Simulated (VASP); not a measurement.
# CoPdO2 (R-3m) in VASP: settings compared

Aim: see how the results for CoPdO2 move with the level of theory and the settings. Levels: PBE, PBEsol. Tasks: single point.

All numbers are computed with VASP 6.6.1; they aren't measurements. Logs are shortened: lines on timing, memory, paths and dates and some standing lists are left out, and cuts for length are marked.

## (1) The cell of the first run

The structure is trigonal, space group R-3m (No. 166). Conventional cell: a = 2.863 Å, b = 2.863 Å, c = 17.873 Å, α = 90.00°, β = 90.00°, γ = 120.00°. Pd (site symmetry -3m) has 2 O at 2.01 Å within 2.7 Å. Co (site symmetry -3m) has 6 O at 1.92 Å within 2.5 Å. O (site symmetry 3m) has 3 Co at 1.92 Å and 1 Pd at 2.01 Å within 2.5 Å.

## (2) Single point, PBE

File INCAR:

```
SYSTEM = CoPdO2
ALGO = Normal
EDIFF = 1E-6
ENCUT = 520
GGA = PE
ISIF = 2
ISMEAR = -1
LASPH = .TRUE.
LCHARG = .TRUE.
LELF = .TRUE.
LREAL = .FALSE.
LVHAR = .TRUE.
LWAVE = .FALSE.
NBANDS = 24
NELM = 100
PREC = Accurate
SIGMA = 0.05
```

File KPOINTS:

```
k-points
0
G
  11 11 11
  0 0 0
```

File POSCAR:

```
CoPdO2
1.0
    1.4316899074      0.8265865534      5.9577715763
   -1.4316899074      0.8265865534      5.9577715763
    0.0000000000     -1.6531731068      5.9577715763
Pd Co O
1 1 2
Direct
    0.0000000000      0.0000000000      0.0000000000
    0.5000000000      0.5000000000      0.5000000000
    0.1124760000      0.1124760000      0.1124760000
    0.8875240000      0.8875240000      0.8875240000
```

Potentials or basis: VASP PAW PBE potentials, release 64 (Pd, Co, O).

On the command line:

```sh
> cat potpaw_PBE.64/Pd/POTCAR potpaw_PBE.64/Co/POTCAR potpaw_PBE.64/O/POTCAR > POTCAR
> mpirun -np 1 vasp_std > vasp.out
```

OUTCAR:

```text
SYSTEM = CoPdO2
   EDIFF = 1E-6
   ENCUT = 520
   GGA = PE
   ISIF = 2
   ISMEAR = -1
   LASPH = .TRUE.
   LREAL = .FALSE.
   NELM = 100
   PREC = Accurate

 ion  position               nearest neighbor table
   1  0.000  0.000  0.000-   3 2.01   4 2.01
   2  0.500  0.500  0.500-   3 1.92   4 1.92   3 1.92   3 1.92   4 1.92   4 1.92
   3  0.112  0.112  0.112-   2 1.92   2 1.92   2 1.92   1 2.01
   4  0.888  0.888  0.888-   2 1.92   2 1.92   2 1.92   1 2.01

  LATTYP: Found a trigonal (rhomboedric) cell.
 ALAT       =     6.1828814865
 COS(alpha) =     0.8927626487

  Lattice vectors:

 A1 = (   1.4316899074,   0.8265865534,   5.9577715763)
 A2 = (  -1.4316899074,   0.8265865534,   5.9577715763)
 A3 = (   0.0000000000,  -1.6531731068,   5.9577715763)

Analysis of symmetry for initial positions (statically):
=====================================================================
 Subroutine PRICEL returns:
 Original cell was already a primitive cell.

 Routine SETGRP: Setting up the symmetry group for a
 trigonal (rhombohedral) supercell.

 Subroutine GETGRP returns: Found 12 space group operations
 (whereof 12 operations were pure point group operations)
 out of a pool of 12 trial point group operations.

The static configuration has the point symmetry D_3d.

Analysis of symmetry for dynamics (positions and initial velocities):
=====================================================================
 Subroutine PRICEL returns:
 Original cell was already a primitive cell.

 Routine SETGRP: Setting up the symmetry group for a
 trigonal (rhombohedral) supercell.

 Subroutine GETGRP returns: Found 12 space group operations
 (whereof 12 operations were pure point group operations)
 out of a pool of 12 trial point group operations.

The dynamic configuration has the point symmetry D_3d.

 Subroutine INISYM returns: Found 12 space group operations
 (whereof 12 operations are pure point group operations),
 and found     1 'primitive' translations

----------------------------------------------------------------------------------------

                                     Primitive cell

  volume of cell :      42.3031

  direct lattice vectors                    reciprocal lattice vectors
     1.431689907  0.826586553  5.957771576     0.349237637  0.201632444  0.055949331
    -1.431689907  0.826586553  5.957771576    -0.349237637  0.201632444  0.055949331
     0.000000000 -1.653173107  5.957771576     0.000000000 -0.403264887  0.055949331

  length of vectors
     6.182881487  6.182881487  6.182881487     0.407127618  0.407127618  0.407127618

  position of ions in fractional coordinates (direct lattice)
     0.000000000  0.000000000  0.000000000
     0.500000000  0.500000000  0.500000000
     0.112476000  0.112476000  0.112476000
     0.887524000  0.887524000  0.887524000

  ion indices of the primitive-cell ions
   primitive index   ion index
                 1           1
                 2           2
                 3           3
                 4           4

----------------------------------------------------------------------------------------

 KPOINTS: k-points

Automatic generation of k-mesh.
 Grid dimensions read from file:
 generate k-points for:   11   11   11

 Generating k-lattice:

  Cartesian coordinates                     Fractional coordinates (reciprocal lattice)
     0.031748876  0.018330222  0.005086303     0.090909091  0.000000000  0.000000000
    -0.031748876  0.018330222  0.005086303     0.000000000  0.090909091  0.000000000
     0.000000000 -0.036660444  0.005086303     0.000000000  0.000000000  0.090909091

  Length of vectors
     0.037011602  0.037011602  0.037011602

  Shift w.r.t. Gamma in fractional coordinates (k-lattice)
     0.000000000  0.000000000  0.000000000

 Subroutine IBZKPT returns following result:
 ===========================================

 Found    146 irreducible k-points:

 Following reciprocal coordinates:
            Coordinates               Weight
  0.000000  0.000000  0.000000      1.000000
  0.090909  0.000000 -0.000000      6.000000
  0.181818  0.000000 -0.000000      6.000000
  0.272727 -0.000000  0.000000      6.000000
  0.363636 -0.000000 -0.000000      6.000000
  0.454545 -0.000000 -0.000000      6.000000
[... 16 lines left out ...]
 -0.272727  0.181818  0.000000     12.000000
 -0.181818  0.181818  0.000000      6.000000
 [... further k-points ...]
   k-points           NKPTS =    146   k-points in BZ     NKDIM =    146   number of bands    NBANDS=     24
   number of dos      NEDOS =    301   number of ions     NIONS =      4
   total plane-waves  NPLWV = 110592
   dimension x,y,z NGX =    48 NGY =   48 NGZ =   48
   dimension x,y,z NGXF=    96 NGYF=   96 NGZF=   96
   ions per type =               1   1   2
   NGX,Y,Z   is equivalent  to a cutoff of  12.91, 12.91, 12.91 a.u.
   NGXF,Y,Z  is equivalent  to a cutoff of  25.81, 25.81, 25.81 a.u.
 SYSTEM =  CoPdO2
   PREC   = accura    normal or accurate (medium, high low for compatibility)
   ISTART =      0    job   : 0-new  1-cont  2-samecut
   ICHARG =      2    charge: 1-file 2-atom 10-const
   ISPIN  =      1    spin polarized calculation?
   LNONCOLLINEAR =      F non collinear calculations
   LSORBIT =      F    spin-orbit coupling
   LASPH  =      T    aspherical Exc in radial PAW
   ENCUT  =  520.0 eV  38.22 Ry    6.18 a.u.  11.50 11.50 11.50*2*pi/ulx,y,z
   NELM   =    100;   NELMIN=  2; NELMDL= -5     # of ELM steps
   EDIFF  = 0.1E-05   stopping-criterion for ELM
   LREAL  =      F    real-space projection
   EDIFFG = 0.1E-04   stopping-criterion for IOM
   NSW    =      0    number of steps for IOM
   IBRION =     -1    ionic relax: 0-MD 1-quasi-New 2-CG
   NFREE  =      0    steps in history (QN), initial steepest desc. (CG)
   ISIF   =      2    stress and relaxation
   ISYM   =      2    0-nonsym 1-usesym 2-fastsym
   POTIM  = 0.5000    time-step for ionic-motion
   TEBEG  =    0.0;   TEEND  =   0.0 temperature during run
   PSTRESS=    0.0 pullay stress
   NELECT =      31.0000    total number of electrons
   NUPDOWN=      -1.0000    fix difference up-down
   EMIN   =  10.00;   EMAX   =-10.00  energy-range for DOS
   EFERMI =   0.00;   METHOD = LEGACY
   ISMEAR =    -1;   SIGMA  =   0.05  broadening in eV -4-tet -1-fermi 0-gaus
   EFERMI_NEDOS =   21; number of points for ismear=-14 and -15
   IALGO  =     38    algorithm
   IMIX   =      4    mixing-type and parameters
     AMIX     =   0.40;   BMIX     =  1.00
     AMIX_MAG =   1.60;   BMIX_MAG =  1.00
  volume/ion in A,a.u.               =      10.58        71.37
  Fermi-wavevector in a.u.,A,eV,Ry     =   1.475949  2.789139 29.639266  2.178425
  Thomas-Fermi vector in A             =   2.590535
   LORBIT       =      0    0 simple, 1 ext, 2 COOP (PROOUT), +10 PAW based schemes
   GGA     = PE    functional components
   LHFCALC =     F    Hartree Fock is set to
   AEXX    =    0.0000 exact exchange contribution
   IVDW    =     0    specifies the selected vdW correction
   LEPSILON=     F    determine dielectric tensor
   LRPA    =     F    only Hartree local field effects (RPA)
 non-spin polarized calculation
  energy-cutoff  :      520.00
  volume of cell :       42.30
 maximum number of plane-waves:      1168
 NGX is ok and might be reduce to    48
   NGX = 23   NGY = 23   NGZ = 23

 number of electron      30.9999999 magnetization

 Free energy of the ion-electron system (eV)
  ---------------------------------------------------
  ext. energy  EPLUGINS =         0.00000000
  ---------------------------------------------------
  free energy    TOTEN  =       -25.61297969 eV

  energy without entropy =      -25.61044992  energy(sigma->0) =      -25.61171480

 E-fermi :   7.3328     XC(G=0): -12.3101

 val. band max:        7.1920274865   @ k =  -0.1818   0.1818   0.0000
 cond. band min:       7.5439876225   @ k =   0.4545   0.4545  -0.0000
 fundamental gap:      0.3519601360
 Fermi energy:         7.3328175142

 k-point     1 :       0.0000    0.0000    0.0000
  band No.  band energies     occupation
      1     -13.3086      2.00000
      2     -11.4949      2.00000
      3      -0.8861      2.00000
      4       1.5286      2.00000
      5       1.5286      2.00000
      6       2.5669      2.00000
[... 16 lines left out ...]
     23      24.7438      0.00000
     24      25.1480      0.00000

 k-point     2 :       0.0909    0.0000   -0.0000
  band No.  band energies     occupation
      1     -13.2177      2.00000
      2     -11.4889      2.00000
      3      -0.7831      2.00000
      4       1.3066      2.00000
      5       1.5764      2.00000
      6       2.7198      2.00000
[... 16 lines left out ...]
     23      24.1805      0.00000
     24      24.4034      0.00000

 k-point     3 :       0.1818    0.0000   -0.0000
  band No.  band energies     occupation
      1     -12.9631      2.00000
      2     -11.4763      2.00000
      3      -0.5037      2.00000
      4       0.8967      2.00000
      5       1.7059      2.00000
      6       2.7334      2.00000
[... 16 lines left out ...]
     23      22.5559      0.00000
     24      22.9367      0.00000
[... 514 lines left out ...]
 k-point    23 :      -0.2727    0.1818    0.0000
  band No.  band energies     occupation
      1     -12.1024      2.00000
      2     -11.4630      2.00000
      3       0.1188      2.00000
      4       0.4848      2.00000
      5       1.3260      2.00000
      6       1.8181      2.00000
[... 16 lines left out ...]
     23      20.3327      0.00000
     24      20.8729      0.00000

 k-point    24 :      -0.1818    0.1818    0.0000
  band No.  band energies     occupation
      1     -12.4295      2.00000
      2     -11.4485      2.00000
      3      -0.0574      2.00000
      4       0.5596      2.00000
      5       1.5430      2.00000
      6       1.9995      2.00000
[... 16 lines left out ...]
     23      20.9197      0.00000
     24      21.7929      0.00000

 [... further k-points ...]

------------------------ aborting loop because EDIFF is reached ----------------------------------------

  FORCE on cell =-STRESS in cart. coord.  units (eV):
  Direction    XX          YY          ZZ          XY          YZ          ZX
  --------------------------------------------------------------------------------------
  -------------------------------------------------------------------------------------
  Total       -0.2492569     -0.2492569     -0.3622933      0.0000000     -0.0000000      0.0000000
  in kB       -9.4402906     -9.4402906    -13.7214010      0.0000000     -0.0000000      0.0000000
  external PRESSURE =     -10.8673274 kB  Pullay stress =       0.0000000 kB

 VOLUME and BASIS-vectors are now :
 -----------------------------------------------------------------------------
  energy-cutoff  :      520.00
  volume of cell :       42.30
      direct lattice vectors                 reciprocal lattice vectors
     1.431689907  0.826586553  5.957771576     0.349237637  0.201632444  0.055949331
    -1.431689907  0.826586553  5.957771576    -0.349237637  0.201632444  0.055949331
     0.000000000 -1.653173107  5.957771576     0.000000000 -0.403264887  0.055949331

 POSITION                                       TOTAL-FORCE (eV/Angst)
 -----------------------------------------------------------------------------------
      0.00000      0.00000      0.00000         0.000000     -0.000000      0.000000
      0.00000      0.00000      8.93666        -0.000000      0.000000     -0.000000
      0.00000      0.00000      2.01032         0.000000     -0.000000      0.095363
      0.00000      0.00000     15.86300         0.000000     -0.000000     -0.095363
 -----------------------------------------------------------------------------------
    total drift:                                0.000000      0.000000     -0.000000

  FREE ENERGIE OF THE ION-ELECTRON SYSTEM (eV)
  ---------------------------------------------------
  free  energy   TOTEN  =       -25.6129796884 eV

  energy  without entropy=      -25.6104499198  energy(sigma->0) =      -25.61171480
```

Wall time 14 min (1 thread of AMD EPYC 7R13 (Zen 3), shared host); peak memory 0.39 GiB.

What came out:

```
Free energy   : -25.6130 eV
Pressure      : -1.1 GPa
Largest force : 0.095 eV/Å
```

Forces on the atoms (eV/Å):
```
Pd   0.000  0.000  0.000
Co   0.000  0.000  0.000
O    0.000  0.000  0.095
O    0.000  0.000 -0.095
```

Caveat: an odd number of electrons without spin polarisation forces a metal; a magnetic or distorted state may lie lower; the run has no spin polarisation, though such a crystal can be magnetic; semilocal functionals often make such compounds metallic where correlation or magnetic order opens a gap, which also shifts bond lengths. Spin polarisation is off, so any magnetic state and its effect on volume and gap are missing.

(Continued in part 2 of 2.)
